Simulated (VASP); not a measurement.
# LiCl (Cmmm) in VASP: further runs, part 2 of 2

VASP 6.6.1. Earlier steps stand in the parts before.

## Step 3: Single point, HSE06 (shear xy strain +3.9%)

POSCAR reads:

```
LiCl
1.0
    3.2711235254      0.0636233526      0.0000000000
    0.0636233526      3.2711235254      0.0000000000
    0.0000000000      0.0000000000      3.2711235254
Li Cl
1 1
Direct
    0.0000000000      0.0000000000      0.0000000000
    0.5000000000      0.5000000000      0.5000000000
```

INCAR.step1 reads:

```
SYSTEM = LiCl
ALGO = Normal
EDIFF = 1E-5
ENCUT = 520
GGA = PE
ISIF = 2
ISMEAR = 0
LASPH = .TRUE.
LREAL = .FALSE.
LWAVE = .TRUE.
NBANDS = 12
NELM = 100
PREC = Accurate
SIGMA = 0.01
```

INCAR.step2 reads:

```
SYSTEM = LiCl
ALGO = Normal
EDIFF = 1E-7
ENCUT = 520
GGA = PE
HFSCREEN = 0.2079
ISIF = 2
ISMEAR = 0
ISTART = 1
LASPH = .TRUE.
LCHARG = .TRUE.
LELF = .TRUE.
LHFCALC = .TRUE.
LREAL = .FALSE.
LVHAR = .TRUE.
LWAVE = .FALSE.
NBANDS = 12
NELM = 100
PREC = Accurate
PRECFOCK = Normal
SIGMA = 0.01
```

KPOINTS reads:

```
k-points
0
G
  6 6 6
  0 0 0
```

Potentials or basis: VASP PAW PBE potentials, release 64 (Li_sv, Cl).

Command:

```bash
> cat potpaw_PBE.64/Li_sv/POTCAR potpaw_PBE.64/Cl/POTCAR > POTCAR
> cp INCAR.step1 INCAR
> mpirun -np 1 vasp_std > vasp.out
> cp INCAR.step2 INCAR
> mpirun -np 1 vasp_std > vasp.out
```

OUTCAR:

```text
SYSTEM = LiCl
   EDIFF = 1E-7
   ENCUT = 520
   GGA = PE
   HFSCREEN = 0.2079
   ISIF = 2
   ISMEAR = 0
   ISTART = 1
   LASPH = .TRUE.
   LHFCALC = .TRUE.
   LREAL = .FALSE.
   NELM = 100
   PREC = Accurate
   PRECFOCK = Normal

 ion  position               nearest neighbor table
   1  0.000  0.000  0.000-
   2  0.500  0.500  0.500-

  LATTYP: Found a base centered orthorhombic cell.
 ALAT       =     4.5360902457
 B/A-ratio  =     1.0396716129
 C/A-ratio  =     0.7211328144

  Lattice vectors:

 A1 = (  -0.0636233526,  -3.2711235254,   0.0000000000)
 A2 = (   3.2711235254,   0.0636233526,   0.0000000000)
 A3 = (   0.0000000000,   0.0000000000,   3.2711235254)

Analysis of symmetry for initial positions (statically):
=====================================================================
 Subroutine PRICEL returns:
 Original cell was already a primitive cell.

 Routine SETGRP: Setting up the symmetry group for a
 base centered orthorhombic supercell.

 Subroutine GETGRP returns: Found  8 space group operations
 (whereof  8 operations were pure point group operations)
 out of a pool of  8 trial point group operations.

The static configuration has the point symmetry D_2h.

Analysis of symmetry for dynamics (positions and initial velocities):
=====================================================================
 Subroutine PRICEL returns:
 Original cell was already a primitive cell.

 Routine SETGRP: Setting up the symmetry group for a
 base centered orthorhombic supercell.

 Subroutine GETGRP returns: Found  8 space group operations
 (whereof  8 operations were pure point group operations)
 out of a pool of  8 trial point group operations.

The dynamic configuration has the point symmetry D_2h.

 Subroutine INISYM returns: Found  8 space group operations
 (whereof  8 operations are pure point group operations),
 and found     1 'primitive' translations

[... 128 lines left out ...]
   HFSCREENC=   0.2079 screening length for correlation (either q_TF or 0.3 A-1)
   ENCUTFOCK=  -1.0 apply spherical cutoff to Coloumb kernel
   IVDW    =     0    specifies the selected vdW correction
   LEPSILON=     F    determine dielectric tensor
   LRPA    =     F    only Hartree local field effects (RPA)
 non-spin polarized calculation
 Gauss-broadening in eV      SIGMA  =   0.01
  energy-cutoff  :      520.00
  volume of cell :       34.99
 maximum number of plane-waves:       960
  NGX = 20; NGY = 20; NGZ = 20

 number of electron      10.0000013 magnetization

 Free energy of the ion-electron system (eV)
  ---------------------------------------------------
  ext. energy  EPLUGINS =         0.00000000
  ---------------------------------------------------
  free energy    TOTEN  =        -7.86520623 eV

  energy without entropy =       -7.86520623  energy(sigma->0) =       -7.86520623

 E-fermi :   0.7488     XC(G=0):  -7.1675

 val. band max:        0.6780354111   @ k =   0.5000   0.5000   0.0000
 cond. band min:       6.3800188501   @ k =   0.0000   0.0000   0.0000
 fundamental gap:      5.7019834390
 Fermi energy:         0.7488322865

 k-point     1 :       0.0000    0.0000    0.0000
  band No.  band energies     occupation
      1     -47.4933      2.00000
      2     -14.8886      2.00000
      3      -0.2908      2.00000
      4      -0.2033      2.00000
      5      -0.1090      2.00000
      6       6.3800      0.00000
      7      10.6894      0.00000
      8      10.7050      0.00000
      9      15.3220      0.00000
     10      15.5247      0.00000
     11      15.7113      0.00000
     12      19.3968      0.00000
[... 331 lines left out ...]
 k-point    24 :       0.5000    0.3333    0.1667
  band No.  band energies     occupation
      1     -47.4880      2.00000
      2     -13.8158      2.00000
      3      -2.9106      2.00000
      4      -2.0731      2.00000
      5      -0.2578      2.00000
      6       7.9435      0.00000
      7      10.0283      0.00000
      8      10.2797      0.00000
      9      14.5188      0.00000
     10      14.9522      0.00000
     11      16.9090      0.00000
     12      18.6316      0.00000

 [... further k-points ...]

------------------------ aborting loop because EDIFF is reached ----------------------------------------

  FORCE on cell =-STRESS in cart. coord.  units (eV):
  Direction    XX          YY          ZZ          XY          YZ          ZX
  --------------------------------------------------------------------------------------
  -------------------------------------------------------------------------------------
  Total       -0.0609940     -0.0609940     -0.0641960      0.1484322      0.0000000      0.0000000
  in kB       -2.7929997     -2.7929997     -2.9396242      6.7969189      0.0000000      0.0000000
  external PRESSURE =      -2.8418745 kB  Pullay stress =       0.0000000 kB

 VOLUME and BASIS-vectors are now :
 -----------------------------------------------------------------------------
  energy-cutoff  :      520.00
  volume of cell :       34.99
      direct lattice vectors                 reciprocal lattice vectors
     3.271123525  0.063623353  0.000000000     0.305821054 -0.005948220  0.000000000
     0.063623353  3.271123525  0.000000000    -0.005948220  0.305821054  0.000000000
     0.000000000  0.000000000  3.271123525     0.000000000  0.000000000  0.305705362

 POSITION                                       TOTAL-FORCE (eV/Angst)
 -----------------------------------------------------------------------------------
      0.00000      0.00000      0.00000         0.000000      0.000000      0.000000
      1.66737      1.66737      1.63556        -0.000000      0.000000      0.000000
 -----------------------------------------------------------------------------------
    total drift:                               -0.000006     -0.000006      0.000000

  FREE ENERGIE OF THE ION-ELECTRON SYSTEM (eV)
  ---------------------------------------------------
  free  energy   TOTEN  =        -7.8652062342 eV

  energy  without entropy=       -7.8652062342  energy(sigma->0) =       -7.86520623
```

OUTCAR.step1:

```text
SYSTEM = LiCl
   EDIFF = 1E-5
   ENCUT = 520
   GGA = PE
   ISIF = 2
   ISMEAR = 0
[... 584 lines left out ...]
      0.00000      0.00000      0.00000         0.000000      0.000000      0.000000
      1.66737      1.66737      1.63556        -0.000000     -0.000000      0.000000
 -----------------------------------------------------------------------------------
    total drift:                               -0.000000     -0.000000     -0.000000

  FREE ENERGIE OF THE ION-ELECTRON SYSTEM (eV)
  ---------------------------------------------------
  free  energy   TOTEN  =        -6.8231136950 eV

  energy  without entropy=       -6.8231136950  energy(sigma->0) =       -6.82311370
```

OSZICAR.step1:

```text
N       E                     dE             d eps       ncg     rms          rms(c)
DAV:   1     0.400277284283E+02    0.40028E+02   -0.40371E+03  1248   0.768E+02
DAV:   2    -0.457801732945E+01   -0.44606E+02   -0.42198E+02  1592   0.142E+02
DAV:   3    -0.689685551104E+01   -0.23188E+01   -0.23129E+01  1636   0.337E+01
DAV:   4    -0.694881479001E+01   -0.51959E-01   -0.51950E-01  1696   0.529E+00
DAV:   5    -0.694946997099E+01   -0.65518E-03   -0.65518E-03  1660   0.550E-01    0.298E+00
DAV:   6    -0.683300316118E+01    0.11647E+00   -0.24287E-01  1460   0.206E+00    0.199E+00
DAV:   7    -0.682143439197E+01    0.11569E-01   -0.77320E-02  1820   0.133E+00    0.104E+00
DAV:   8    -0.682310615746E+01   -0.16718E-02   -0.71185E-03  1452   0.601E-01    0.221E-01
DAV:   9    -0.682306096731E+01    0.45190E-04   -0.32159E-04  1620   0.125E-01    0.969E-02
DAV:  10    -0.682311809823E+01   -0.57131E-04   -0.16652E-04  1364   0.759E-02    0.624E-02
DAV:  11    -0.682311369505E+01    0.44032E-05   -0.24134E-05  1588   0.264E-02
   1 F= -.68231137E+01 E0= -.68231137E+01  d E =-.134245E-61
```

It took 33 min on 1 thread of Intel Xeon Platinum 8259CL at 2.50GHz (Skylake/Cascade Lake), shared host; peak memory 0.26 GiB.

What came out:

```yaml
Free_energy: -7.8652 eV
Band_gap_on_the_k_mesh: 5.70 eV, indirect (least direct gap 6.46 eV)
```

Levels at points of the mesh, in eV from the valence-band top:
```tsv
k point	band 1	band 2	band 3	band 4	band 5	band 6	band 7	band 8	band 9	band 10
(0.00, 0.00, 0.00)	-48.17	-15.57	-0.97	-0.88	-0.79	5.70	10.01	10.03	14.64	14.85
(0.50, 0.00, 0.00)	-48.17	-15.01	-4.26	-0.38	-0.37	7.17	11.06	11.53	11.70	12.21
(0.50, 0.50, 0.00)	-48.17	-14.46	-3.65	-3.52	0.00	6.46	11.14	11.56	12.11	14.86
(0.00, 0.00, 0.50)	-48.17	-15.01	-4.26	-0.45	-0.30	7.18	11.04	11.52	11.90	12.02
(0.50, 0.00, 0.50)	-48.17	-14.46	-3.59	-3.59	0.00	6.45	11.34	11.37	12.08	14.94
(0.50, 0.50, 0.50)	-48.16	-13.98	-2.73	-2.68	-2.62	6.29	6.44	6.59	13.59	20.13
```

Caveat: the cell differs from its parent crystal (shear xy strain +3.9%); the cutoff is under 1.25 times the usual one of these potentials, so pressure, stress and relaxed cells hold a basis-set (Pulay) error; the PAW data sets were made with another functional, which shifts forces and pressure a little. A k mesh can miss the band edges.

## Step 4: Single point, r2SCAN (shear xy strain +3.9%)

POSCAR is that of step 3.

INCAR.step1 reads:

```
PREC = Accurate
ENCUT = 520
ISMEAR = 0
SIGMA = 0.01
LREAL = F
LASPH = T
NELM = 100
NBANDS = 12
GGA = PE
ALGO = Normal
EDIFF = 1E-4
LWAVE = T
LCHARG = F
```

INCAR.step2 reads:

```
PREC = Accurate
ENCUT = 520
EDIFF = 1E-6
ISMEAR = 0
SIGMA = 0.01
LREAL = F
LASPH = T
NELM = 100
ALGO = Normal
ISIF = 2
LWAVE = F
LCHARG = T
METAGGA = R2SCAN
LMIXTAU = T
LELF = T
LVHAR = T
NBANDS = 12
ISTART = 1
```

KPOINTS reads:

```
Automatic mesh
0
Gamma
  8 8 8
```

Command:

```bash
> cat potpaw_PBE.64/Li_sv/POTCAR potpaw_PBE.64/Cl/POTCAR > POTCAR
> cp INCAR.step1 INCAR
> mpirun -np 1 vasp_std > vasp.out
> cp INCAR.step2 INCAR
> mpirun -np 1 vasp_std > vasp.out
```

It took 66 s on 1 thread of Intel Xeon Platinum 8259CL at 2.50GHz (Skylake/Cascade Lake), shared host; peak memory 0.16 GiB.

It converged, with:

```yaml
Free_energy: -11.9655 eV
Band_gap_on_the_k_mesh: 5.39 eV, indirect (least direct gap 5.98 eV)
```

Levels at points of the mesh, in eV from the valence-band top:
```csv
k point,band 3,band 4,band 5,band 6,band 7,band 8
"(0.00, 0.00, 0.00)",-0.93,-0.84,-0.75,5.39,9.39,9.40
"(0.50, 0.00, 0.00)",-3.99,-0.37,-0.36,6.67,10.68,10.89
"(0.50, 0.50, 0.00)",-3.46,-3.34,0.00,5.98,10.61,11.05
"(0.00, 0.00, 0.50)",-4.00,-0.43,-0.28,6.68,10.67,10.87
"(0.50, 0.00, 0.50)",-3.40,-3.40,0.00,5.97,10.81,10.85
"(0.50, 0.50, 0.50)",-2.59,-2.55,-2.50,5.67,5.83,5.97
```

Caveat: the cell differs from its parent crystal (shear xy strain +3.9%); the cutoff is under 1.25 times the usual one of these potentials, so pressure, stress and relaxed cells hold a basis-set (Pulay) error; the PAW data sets were made with another functional, which shifts forces and pressure a little.

## Step 5: Overview

| level | k mesh | smearing | grid for exact exchange (PRECFOCK) | screening parameter | gap on the mesh (eV) |
| --- | --- | --- | --- | --- | --- |
| PBE | 8 × 8 × 8 | fermi-dirac 0.02 eV | - | - | 4.44 |
| HSE06 | 6 × 6 × 6 | gaussian 0.01 eV | Normal | 0.2079 1/Å | 5.70 |
| r2SCAN | 8 × 8 × 8 | gaussian 0.01 eV | - | - | 5.39 |

Alike in all rows: task single point; potentials or basis VASP PAW PBE potentials, release 64 (Li_sv, Cl); no spin polarisation; cell as given; cutoff (eV) 520.

Caveats: the cutoff is under 1.25 times the usual one of these potentials, so pressure, stress and relaxed cells hold a basis-set (Pulay) error; the PAW data sets were made with another functional, which shifts forces and pressure a little (some runs).

Total energies depend on the potentials used, so only differences within one code and one set of settings carry meaning.
